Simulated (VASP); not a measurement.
Wanted: the native input for a VASP 6.6.1 run.

- Task: single point
- Functional: PBE
- Potentials or basis: VASP PAW PBE potentials, release 64 (Ga_d, As)
- Cutoff: 500 eV
- k mesh: 4 × 4 × 4
- Occupations: gaussian, width 0.01 eV
- Spin: no spin polarisation
- Dipole correction: no
- Further INCAR settings: ALGO = Normal; EDIFF = 1e-06; NBANDS = 16

The structure of GaAs lies in POSCAR:

```
GaAs
1.0
    0.0000000000      2.8265000000      2.8265000000
    2.8265000000      0.0000000000      2.8265000000
    2.8265000000      2.8265000000      0.0000000000
Ga As
1 1
Direct
    0.0000000000      0.0000000000      0.0000000000
    0.2500000000      0.2500000000      0.2500000000
```

These files were run (other wordings do the same):

INCAR

```
SYSTEM = GaAs
PREC = Accurate ; ENCUT = 500
EDIFF = 1E-6 ; ISMEAR = 0
SIGMA = 0.01 ; LREAL = .False.
LASPH = .True. ; NELM = 120
ALGO = Normal ; ISIF = 2
LWAVE = .False. ; LCHARG = .True.
GGA = PE ; LELF = .True.
LVHAR = .True. ; NBANDS = 16
GGA_COMPAT = .False.
```

KPOINTS

```
regular mesh
0
Gamma
  4 4 4
  0 0 0
```

Potentials or basis: VASP PAW PBE potentials, release 64 (Ga_d, As).

Command:

```sh
$ cat potpaw_PBE.64/Ga_d/POTCAR potpaw_PBE.64/As/POTCAR > POTCAR
$ mpirun -np 1 vasp_std > vasp.out
```

It gave:

```
Pressure               : 3.7 GPa
Band gap on the k mesh : 0.51 eV, direct
```

Caveat: the k points lie up to 0.48 Å⁻¹ apart.

It took 16 s on 1 thread of Intel Xeon 8259CL (shared host), peak memory 0.16 GiB.
